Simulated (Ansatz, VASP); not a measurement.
## Two plane-wave programs on ZnGe2N

```
Zn Ge N
1.0
     4.72412    0.00000    0.00000
    -2.36206    4.09121    0.00000
     0.00000    0.00000    3.61230
Zn Ge N
1 2 1
Direct
  0.00000 0.00000 0.00000
  0.33333 0.66667 0.50000
  0.66667 0.33333 0.50000
  0.00000 0.00000 0.50000
```

Alike in both runs: task relaxation of cell and atoms; functional PBE; k mesh 6 × 6 × 6; occupations gaussian, width 0.1 eV; no spin polarisation.

|  | VASP | Ansatz |
| --- | --- | --- |
| version | VASP 6.6.1 | Ansatz 0.2.0 |
| potentials or method | VASP PAW PBE potentials, release 64 (Zn, Ge_d, N), cutoff 600 eV | scalar-relativistic, plane waves, PAW |
| valence electrons in the cell | 45 | 45 |

|  | VASP | Ansatz | Ansatz less VASP |
| --- | --- | --- | --- |
| gap on the k mesh at the Fermi level, each at its own relaxed structure (eV) | none | none | - |
| relaxed volume (Å³/atom) | 18.19 | 18.04 | -0.141 |
| relaxed length of the cell vector where the two differ most in proportion (Å) | 4.870 | 4.856 | -0.0135 |

A gap of «none» marks a metal or a gap that the smearing closes.
